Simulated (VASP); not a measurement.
Crystal: Al.

```
CELL_PARAMETERS angstrom
0.00000 2.92580 2.92580
2.92580 0.00000 2.92580
2.92580 2.92580 0.00000
ATOMIC_POSITIONS crystal
Al 0.87500 0.87500 0.87500
Al 0.12500 0.12500 0.12500
```

Base run:

| Quantity | Value |
| --- | --- |
| Program | VASP 6.6.1 |
| Functional | RPBE |
| Potentials or basis | VASP PAW PBE potentials, release 64 (Al) |
| Cutoff | 520 eV |
| k mesh | 12 × 12 × 12 |
| Occupations | fermi-dirac, width 0.08 eV |
| Spin | no spin polarisation |

Its results: band gap on the k mesh zero (band 3 reaches 5.80 eV, above the bottom of band 4 at 1.94 eV); pressure 5.6 GPa.

Q: The run is repeated on the same cell with these changes: functional from RPBE to LDA; potentials or basis from VASP PAW PBE potentials, release 64 (Al) to VASP PAW LDA potentials, release 64 (Al). What comes out?

A: Band gap on the k mesh zero (band 3 reaches 5.54 eV, above the bottom of band 4 at 1.70 eV); pressure 2.4 GPa.

Caveats: the PAW data sets were made with another functional, which shifts forces and pressure a little (some runs).
